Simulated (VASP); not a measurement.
Here is a VASP 6.6.1 calculation.

File INCAR:

```
SYSTEM = IrPt2
  PREC = Accurate
  ENCUT = 500
  EDIFF = 1E-6
  ISMEAR = 0
  SIGMA = 0.2
  LREAL = .FALSE.
  LASPH = .TRUE.
  NELM = 120
  ALGO = Normal
  ISIF = 2
  LWAVE = .FALSE.
  LCHARG = .TRUE.
  GGA = PE
  LELF = .TRUE.
  LVHAR = .TRUE.
  NBANDS = 22
  GGA_COMPAT = .FALSE.
```

File KPOINTS:

```
Automatic mesh
0
G
  6 6 6
  0 0 0
```

Contents of POSCAR:

```
IrPt2
1.0
    0.0000000000      3.0064941082      3.0064941082
    3.0064941082      0.0000000000      3.0064941082
    3.0064941082      3.0064941082      0.0000000000
Ir Pt
1 2
Direct
    0.2500000000      0.2500000000      0.2500000000
    0.5000000000      0.5000000000      0.5000000000
    0.7500000000      0.7500000000      0.7500000000
```

Potentials or basis: VASP PAW PBE potentials, release 64 (Ir, Pt).

Command:

```console
$ cat potpaw_PBE.64/Ir/POTCAR potpaw_PBE.64/Pt/POTCAR > POTCAR
$ mpirun -np 1 vasp_std > vasp.out
```

Task: Estimate the pressure.

Result: -0.3 GPa.
